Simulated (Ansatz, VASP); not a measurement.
Given: the input of a run of VASP 6.6.1 on InAs.

Contents of INCAR:

```
ALGO = Normal ; EDIFF = 1E-6
EDIFFG = -0.01 ; ENCUT = 600
GGA = PE ; IBRION = 2
ISIF = 3 ; ISMEAR = -1
IVDW = 13 ; LASPH = T
LCHARG = F ; LREAL = F
LWAVE = F ; NELM = 80
NSW = 80 ; PREC = Accurate
SIGMA = 0.05
```

Contents of KPOINTS:

```
k-points
0
Gamma
  8 8 8
```

Contents of POSCAR:

```
InAs
1.0
    0.0000000000      3.0180000000      3.0180000000
    3.0180000000      0.0000000000      3.0180000000
    3.0180000000      3.0180000000      0.0000000000
In As
1 1
Direct
    0.0000000000      0.0000000000      0.0000000000
    0.7500000000      0.7500000000      0.7500000000
```

Potentials or basis: VASP PAW PBE potentials, release 64 (In_d, As).

Command:

```sh
$ cat potpaw_PBE.64/In_d/POTCAR potpaw_PBE.64/As/POTCAR > POTCAR
$ mpirun -np 1 vasp_std > vasp.out
```

Problem. Set up the same calculation for Ansatz 0.2.0. Potentials there: all-electron LAPW, scalar-relativistic.

Solution. As run (the cutoff follows the program's own potentials):

Contents of input.yaml:

```yaml
crystal:
  lattice:
    - [0.0, 3.018, 3.018]
    - [3.018, 0.0, 3.018]
    - [3.018, 3.018, 0.0]
  atoms:
    - { symbol: In, position: [0.0, 0.0, 0.0] }
    - { symbol: As, position: [0.75, 0.75, 0.75] }
kpoints:
  mp_grid: { grid: [8, 8, 8] }
scf:
  occupations: { method: fermi_dirac, width: 0.05 }
hamiltonian:
  xc: pbe
  dispersion: d4
  pseudopotentials: { kind: all_electron, lapw: { basis_error: 0.001 } }
output:
  forces: true
  stress: true
relax:
  f_tol: 0.01
  max_steps: 60
  cell: {}
```

Potentials or basis: all-electron LAPW, scalar-relativistic.

Run with:

```sh
$ ansatz run input.yaml --threads 1 --pin off --max-ram 3072MiB --backend cpu --events-out ev --progress --plain --runs-dir out
```

Both were run:

|  | VASP | Ansatz | Ansatz less VASP |
| --- | --- | --- | --- |
| relaxed volume (Å³/atom) | 28.53 | 28.52 | -0.006 |
| relaxed cell length with the largest relative difference (Å) | 4.321 | 4.321 | -0.0003 |

Ansatz ran all-electron here, and VASP with PAW potentials.
